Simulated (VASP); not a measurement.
# TlBi3 (Pm-3m) in VASP: single point with LDA

Aim: the single point of TlBi3 with LDA.

Everything below comes from runs of VASP 6.6.1. Logs are shortened: lines on timing, memory, paths and dates and some standing lists are left out, and cuts for length are marked.

## (1) The cell of the first run

Symmetry: Pm-3m, No. 221, cubic system. Conventional cell: a = 5.035 Å, b = 5.035 Å, c = 5.035 Å, α = 90.00°, β = 90.00°, γ = 90.00°. Within 4.7 Å of Tl (site symmetry m-3m) lie 12 Bi at 3.56 Å. Within 4.7 Å of Bi (site symmetry 4/mmm) lie 4 Tl at 3.56 Å and 8 Bi at 3.56 Å. Bi (site symmetry 4/mmm) has 4 Tl at 3.56 Å and 8 Bi at 3.56 Å within 4.7 Å.

## (2) Single point, LDA

Contents of INCAR:

```
ALGO = Normal
EDIFF = 1E-6
ENCUT = 500
GGA = CA
GGA_COMPAT = F
ISIF = 2
ISMEAR = -1
LASPH = T
LCHARG = F
LREAL = F
LWAVE = F
NBANDS = 130
NELM = 120
PREC = Accurate
SIGMA = 0.1
```

Contents of KPOINTS:

```
k-points
0
Gamma
  2 2 3
```

Contents of POSCAR:

```
TlBi3
1.0
   10.0702900000      0.0000000000      0.0000000000
    0.0000000000     10.0702900000      0.0000000000
    0.0000000000      0.0000000000      5.0351450000
Tl Bi
4 12
Direct
    0.0000000000      0.0000000000      0.0000000000
    0.0000000000      0.5000000000      0.0000000000
    0.5000000000      0.0000000000      0.0000000000
    0.5000000000      0.5000000000      0.0000000000
    0.0000000000      0.2500000000      0.5000000000
    0.2500000000      0.0000000000      0.5000000000
    0.2500000000      0.2500000000      0.0000000000
    0.0000000000      0.7500000000      0.5000000000
    0.2500000000      0.5000000000      0.5000000000
    0.2500000000      0.7500000000      0.0000000000
    0.5000000000      0.2500000000      0.5000000000
    0.7500000000      0.0000000000      0.5000000000
    0.7500000000      0.2500000000      0.0000000000
    0.5000000000      0.7500000000      0.5000000000
    0.7500000000      0.5000000000      0.5000000000
    0.7500000000      0.7500000000      0.0000000000
```

Potentials or basis: VASP PAW LDA potentials, release 64 (Tl_d, Bi_d).

Launch:

```bash
$ cat potpaw_LDA.64/Tl_d/POTCAR potpaw_LDA.64/Bi_d/POTCAR > POTCAR
$ mpirun -np 1 vasp_std > vasp.out
```

OUTCAR:

```text
EDIFF = 1E-6
   ENCUT = 500
   GGA = CA
   ISIF = 2
   ISMEAR = -1
   LASPH = T
   LREAL = F
   NELM = 120
   PREC = Accurate

 ion  position               nearest neighbor table
   1  0.000  0.000  0.000-   5 3.56   6 3.56   7 3.56   8 3.56  10 3.56  12 3.56  13 3.56  16 3.56
                             5 3.56   6 3.56   8 3.56  12 3.56
   2  0.000  0.500  0.000-   5 3.56   7 3.56   8 3.56   9 3.56  10 3.56  13 3.56  15 3.56  16 3.56
                             5 3.56   8 3.56   9 3.56  15 3.56
   3  0.500  0.000  0.000-   6 3.56   7 3.56  10 3.56  11 3.56  12 3.56  13 3.56  14 3.56  16 3.56
                             6 3.56  11 3.56  12 3.56  14 3.56
   4  0.500  0.500  0.000-   7 3.56   9 3.56  10 3.56  11 3.56  13 3.56  14 3.56  15 3.56  16 3.56
                             9 3.56  11 3.56  14 3.56  15 3.56
   5  0.000  0.250  0.500-   1 3.56   2 3.56   6 3.56   7 3.56   9 3.56  12 3.56  13 3.56  15 3.56
                             1 3.56   2 3.56   7 3.56  13 3.56
   6  0.250  0.000  0.500-   1 3.56   3 3.56   5 3.56   7 3.56   8 3.56  10 3.56  11 3.56  14 3.56
                             1 3.56   3 3.56   7 3.56  10 3.56
   7  0.250  0.250  0.000-   1 3.56   2 3.56   3 3.56   4 3.56   5 3.56   6 3.56   9 3.56  11 3.56
                             5 3.56   6 3.56   9 3.56  11 3.56
   8  0.000  0.750  0.500-   1 3.56   2 3.56   6 3.56   9 3.56  10 3.56  12 3.56  15 3.56  16 3.56
                             1 3.56   2 3.56  10 3.56  16 3.56
   9  0.250  0.500  0.500-   2 3.56   4 3.56   5 3.56   7 3.56   8 3.56  10 3.56  11 3.56  14 3.56
                             2 3.56   4 3.56   7 3.56  10 3.56
  10  0.250  0.750  0.000-   1 3.56   2 3.56   3 3.56   4 3.56   6 3.56   8 3.56   9 3.56  14 3.56
                             6 3.56   8 3.56   9 3.56  14 3.56
  11  0.500  0.250  0.500-   3 3.56   4 3.56   6 3.56   7 3.56   9 3.56  12 3.56  13 3.56  15 3.56
                             3 3.56   4 3.56   7 3.56  13 3.56
  12  0.750  0.000  0.500-   1 3.56   3 3.56   5 3.56   8 3.56  11 3.56  13 3.56  14 3.56  16 3.56
                             1 3.56   3 3.56  13 3.56  16 3.56
  13  0.750  0.250  0.000-   1 3.56   2 3.56   3 3.56   4 3.56   5 3.56  11 3.56  12 3.56  15 3.56
                             5 3.56  11 3.56  12 3.56  15 3.56
  14  0.500  0.750  0.500-   3 3.56   4 3.56   6 3.56   9 3.56  10 3.56  12 3.56  15 3.56  16 3.56
                             3 3.56   4 3.56  10 3.56  16 3.56
  15  0.750  0.500  0.500-   2 3.56   4 3.56   5 3.56   8 3.56  11 3.56  13 3.56  14 3.56  16 3.56
                             2 3.56   4 3.56  13 3.56  16 3.56
  16  0.750  0.750  0.000-   1 3.56   2 3.56   3 3.56   4 3.56   8 3.56  12 3.56  14 3.56  15 3.56
                             8 3.56  12 3.56  14 3.56  15 3.56

  LATTYP: Found a simple tetragonal cell.
 ALAT       =    10.0702900000
 C/A-ratio  =     0.5000000000

  Lattice vectors:

 A1 = (  10.0702900000,   0.0000000000,   0.0000000000)
 A2 = (   0.0000000000,  10.0702900000,   0.0000000000)
 A3 = (   0.0000000000,   0.0000000000,   5.0351450000)

Analysis of symmetry for initial positions (statically):
=====================================================================
 Subroutine PRICEL returns following result:

  LATTYP: Found a simple cubic cell.
 ALAT       =     5.0351450000

  Lattice vectors:

 A1 = (   5.0351450000,   0.0000000000,   0.0000000000)
 A2 = (   0.0000000000,   5.0351450000,   0.0000000000)
 A3 = (   0.0000000000,   0.0000000000,   5.0351450000)

   4 primitive cells build up your supercell.

 Routine SETGRP: Setting up the symmetry group for a
 simple tetragonal supercell.

 Subroutine GETGRP returns: Found 16 space group operations
 (whereof 16 operations were pure point group operations)
 out of a pool of 16 trial point group operations.

The static configuration has the point symmetry D_4h.

Analysis of symmetry for dynamics (positions and initial velocities):
=====================================================================
 Subroutine PRICEL returns following result:

  LATTYP: Found a simple cubic cell.
 ALAT       =     5.0351450000

  Lattice vectors:

 A1 = (   5.0351450000,   0.0000000000,   0.0000000000)
 A2 = (   0.0000000000,   5.0351450000,   0.0000000000)
 A3 = (   0.0000000000,   0.0000000000,   5.0351450000)

   4 primitive cells build up your supercell.

 Routine SETGRP: Setting up the symmetry group for a
 simple tetragonal supercell.

 Subroutine GETGRP returns: Found 16 space group operations
 (whereof 16 operations were pure point group operations)
 out of a pool of 16 trial point group operations.

The dynamic configuration has the point symmetry D_4h.

 Subroutine INISYM returns: Found 16 space group operations
 (whereof 16 operations are pure point group operations),
 and found     4 'primitive' translations

----------------------------------------------------------------------------------------

                                     Primitive cell

  volume of cell :     127.6544

  direct lattice vectors                    reciprocal lattice vectors
     5.035145000  0.000000000  0.000000000     0.198604012  0.000000000  0.000000000
     0.000000000  5.035145000  0.000000000     0.000000000  0.198604012  0.000000000
     0.000000000  0.000000000  5.035145000     0.000000000  0.000000000  0.198604012

  length of vectors
     5.035145000  5.035145000  5.035145000     0.198604012  0.198604012  0.198604012

  position of ions in fractional coordinates (direct lattice)
     0.000000000  0.000000000  0.000000000
     0.000000000  0.500000000  0.500000000
     0.500000000  0.000000000  0.500000000
     0.500000000  0.500000000  0.000000000

  ion indices of the primitive-cell ions
   primitive index   ion index
                 1           1
                 2           5
                 3           6
                 4           7

----------------------------------------------------------------------------------------

 KPOINTS: k-points

Automatic generation of k-mesh.
 Grid dimensions read from file:
 generate k-points for:    2    2    3

 Generating k-lattice:

  Cartesian coordinates                     Fractional coordinates (reciprocal lattice)
     0.049651003  0.000000000  0.000000000     0.500000000  0.000000000  0.000000000
     0.000000000  0.049651003  0.000000000     0.000000000  0.500000000  0.000000000
     0.000000000  0.000000000  0.066201337     0.000000000  0.000000000  0.333333333

  Length of vectors
     0.049651003  0.049651003  0.066201337

  Shift w.r.t. Gamma in fractional coordinates (k-lattice)
     0.000000000  0.000000000  0.000000000

 Subroutine IBZKPT returns following result:
 ===========================================

 Found      6 irreducible k-points:

 Following reciprocal coordinates:
            Coordinates               Weight
  0.000000  0.000000  0.000000      1.000000
  0.500000  0.000000  0.000000      2.000000
  0.500000  0.500000  0.000000      1.000000
  0.000000  0.000000  0.333333      2.000000
  0.500000  0.000000  0.333333      4.000000
  0.500000  0.500000  0.333333      2.000000
   k-points           NKPTS =      6   k-points in BZ     NKDIM =      6   number of bands    NBANDS=    130
   number of dos      NEDOS =    301   number of ions     NIONS =     16
   total plane-waves  NPLWV = 256000
   dimension x,y,z NGX =    80 NGY =   80 NGZ =   40
   dimension x,y,z NGXF=   160 NGYF=  160 NGZF=   80
   ions per type =               4  12
   NGX,Y,Z   is equivalent  to a cutoff of  13.21, 13.21, 13.21 a.u.
   NGXF,Y,Z  is equivalent  to a cutoff of  26.41, 26.41, 26.41 a.u.
 SYSTEM =  unknown system
   PREC   = accura    normal or accurate (medium, high low for compatibility)
   ISTART =      0    job   : 0-new  1-cont  2-samecut
   ICHARG =      2    charge: 1-file 2-atom 10-const
   ISPIN  =      1    spin polarized calculation?
   LNONCOLLINEAR =      F non collinear calculations
   LSORBIT =      F    spin-orbit coupling
   LASPH  =      T    aspherical Exc in radial PAW
   ENCUT  =  500.0 eV  36.75 Ry    6.06 a.u.  18.36 18.36  9.18*2*pi/ulx,y,z
   NELM   =    120;   NELMIN=  2; NELMDL= -5     # of ELM steps
   EDIFF  = 0.1E-05   stopping-criterion for ELM
   LREAL  =      F    real-space projection
   EDIFFG = 0.1E-04   stopping-criterion for IOM
   NSW    =      0    number of steps for IOM
   IBRION =     -1    ionic relax: 0-MD 1-quasi-New 2-CG
   NFREE  =      0    steps in history (QN), initial steepest desc. (CG)
   ISIF   =      2    stress and relaxation
   ISYM   =      2    0-nonsym 1-usesym 2-fastsym
   POTIM  = 0.5000    time-step for ionic-motion
   TEBEG  =    0.0;   TEEND  =   0.0 temperature during run
   PSTRESS=    0.0 pullay stress
   NELECT =     232.0000    total number of electrons
   NUPDOWN=      -1.0000    fix difference up-down
   EMIN   =  10.00;   EMAX   =-10.00  energy-range for DOS
   EFERMI =   0.00;   METHOD = LEGACY
   ISMEAR =    -1;   SIGMA  =   0.10  broadening in eV -4-tet -1-fermi 0-gaus
   EFERMI_NEDOS =   21; number of points for ismear=-14 and -15
   IALGO  =     38    algorithm
   IMIX   =      4    mixing-type and parameters
     AMIX     =   0.40;   BMIX     =  1.00
     AMIX_MAG =   1.60;   BMIX_MAG =  1.00
  volume/ion in A,a.u.               =      31.91       215.36
  Fermi-wavevector in a.u.,A,eV,Ry     =   1.258555  2.378324 21.551092  1.583961
  Thomas-Fermi vector in A             =   2.392159
   LORBIT       =      0    0 simple, 1 ext, 2 COOP (PROOUT), +10 PAW based schemes
   GGA     = CA    functional components
   LHFCALC =     F    Hartree Fock is set to
   AEXX    =    0.0000 exact exchange contribution
   IVDW    =     0    specifies the selected vdW correction
   LEPSILON=     F    determine dielectric tensor
   LRPA    =     F    only Hartree local field effects (RPA)
 non-spin polarized calculation
  energy-cutoff  :      500.00
  volume of cell :      510.62
 maximum number of plane-waves:     12992
 NGX is ok and might be reduce to    80
   NGX = 37   NGY = 37   NGZ = 19

 number of electron     232.0000143 magnetization

 Free energy of the ion-electron system (eV)
  ---------------------------------------------------
  ext. energy  EPLUGINS =         0.00000000
  ---------------------------------------------------
  free energy    TOTEN  =       -65.15359931 eV

  energy without entropy =      -64.86018835  energy(sigma->0) =      -65.00689383

 E-fermi :   6.7663     XC(G=0): -10.3014

 val. band max:        6.7648485966   @ k =   0.5000   0.0000   0.0000
 cond. band min:       7.0627852472   @ k =   0.5000   0.5000   0.3333
 fundamental gap:      0.2979366506
 Fermi energy:         6.7663346885

 k-point     1 :       0.0000    0.0000    0.0000
  band No.  band energies     occupation
      1     -16.1842      2.00000
      2     -16.1842      2.00000
      3     -16.1814      2.00000
      4     -16.1814      2.00000
      5     -16.1749      2.00000
      6     -16.1601      2.00000
[... 120 lines left out ...]
    127       8.5023      0.00000
    128       8.5936      0.00000

 k-point     2 :       0.5000    0.0000    0.0000
  band No.  band energies     occupation
      1     -16.1828      2.00000
      2     -16.1828      2.00000
      3     -16.1677      2.00000
      4     -16.1677      2.00000
      5     -16.1633      2.00000
      6     -16.1633      2.00000
[... 120 lines left out ...]
    127       8.3812      0.00000
    128       8.3830      0.00000

 k-point     3 :       0.5000    0.5000    0.0000
  band No.  band energies     occupation
      1     -16.1639      2.00000
      2     -16.1639      2.00000
      3     -16.1639      2.00000
      4     -16.1639      2.00000
      5     -16.1617      2.00000
      6     -16.1617      2.00000
[... 120 lines left out ...]
    127       7.8597      0.00004
    128       7.8597      0.00004

 k-point     4 :       0.0000    0.0000    0.3333
  band No.  band energies     occupation
      1     -16.1560      2.00000
      2     -16.1559      2.00000
      3     -16.1549      2.00000
      4     -16.1549      2.00000
      5     -16.1506      2.00000
      6     -16.1506      2.00000
[... 120 lines left out ...]
    127       9.0673      0.00000
    128       9.0684      0.00000

 k-point     5 :       0.5000    0.0000    0.3333
  band No.  band energies     occupation
      1     -16.1585      2.00000
      2     -16.1585      2.00000
      3     -16.1583      2.00000
      4     -16.1583      2.00000
      5     -16.1504      2.00000
      6     -16.1504      2.00000
[... 120 lines left out ...]
    127       9.0003      0.00000
    128       9.0004      0.00000

 k-point     6 :       0.5000    0.5000    0.3333
  band No.  band energies     occupation
      1     -16.1605      2.00000
      2     -16.1605      2.00000
      3     -16.1605      2.00000
      4     -16.1605      2.00000
      5     -16.1495      2.00000
      6     -16.1495      2.00000
[... 120 lines left out ...]
    127       8.7904      0.00000
    128       8.7904      0.00000
 [bands above 128 left out]

------------------------ aborting loop because EDIFF is reached ----------------------------------------

  FORCE on cell =-STRESS in cart. coord.  units (eV):
  Direction    XX          YY          ZZ          XY          YZ          ZX
  --------------------------------------------------------------------------------------
  -------------------------------------------------------------------------------------
  Total      -12.6309630    -12.6309630    -11.7410304      0.0000000      0.0000000     -0.0000000
  in kB      -39.6324671    -39.6324671    -36.8401049      0.0000000      0.0000000     -0.0000000
  external PRESSURE =     -38.7016797 kB  Pullay stress =       0.0000000 kB

 VOLUME and BASIS-vectors are now :
 -----------------------------------------------------------------------------
  energy-cutoff  :      500.00
  volume of cell :      510.62
      direct lattice vectors                 reciprocal lattice vectors
    10.070290000  0.000000000  0.000000000     0.099302006  0.000000000  0.000000000
     0.000000000 10.070290000  0.000000000     0.000000000  0.099302006  0.000000000
     0.000000000  0.000000000  5.035145000     0.000000000  0.000000000  0.198604012

 POSITION                                       TOTAL-FORCE (eV/Angst)
 -----------------------------------------------------------------------------------
      0.00000      0.00000      0.00000        -0.000000      0.000000      0.000000
      0.00000      5.03514      0.00000        -0.000000     -0.000000     -0.000000
      5.03514      0.00000      0.00000        -0.000000      0.000000      0.000000
      5.03514      5.03514      0.00000        -0.000000      0.000000     -0.000000
      0.00000      2.51757      2.51757         0.000000      0.000000     -0.000000
      2.51757      0.00000      2.51757        -0.000000      0.000000      0.000000
[... 8 lines left out ...]
      7.55272      5.03514      2.51757        -0.000000      0.000000      0.000000
      7.55272      7.55272      0.00000        -0.000000      0.000000      0.000000
 -----------------------------------------------------------------------------------
    total drift:                               -0.000000      0.000000      0.000000

  FREE ENERGIE OF THE ION-ELECTRON SYSTEM (eV)
  ---------------------------------------------------
  free  energy   TOTEN  =       -65.1535993136 eV

  energy  without entropy=      -64.8601883459  energy(sigma->0) =      -65.00689383
```

Run time: 5 min. Hardware: 1 thread of Intel Xeon 6975P-C (Granite Rapids), shared host; peak memory 0.55 GiB.

Results:

```
Free energy            : -65.1536 eV
Pressure               : -3.9 GPa
Band gap on the k mesh : zero (bands 116 and 117 overlap by 1.00 eV)
```

Levels at points of the mesh, in eV from the Fermi level:
```
           k point  band 113  band 114  band 115  band 116  band 117  band 118  band 119  band 120  band 121  band 122
(0.00, 0.00, 0.00)     -0.61     -0.61     -0.59     -0.59     -0.53     -0.53      0.59      0.59      0.62      1.06
(0.50, 0.00, 0.00)     -0.20     -0.20     -0.20     -0.20     -0.06     -0.06      0.00      0.00      0.64      0.64
(0.50, 0.50, 0.00)     -0.08     -0.08     -0.08     -0.08      0.67      0.67      0.67      0.67      0.85      0.85
```

Caveat: the k points lie up to 0.42 Å⁻¹ apart, too coarse for converged energies and pressures of a metal; spin-orbit coupling is left out, which moves the levels of the heavy elements.
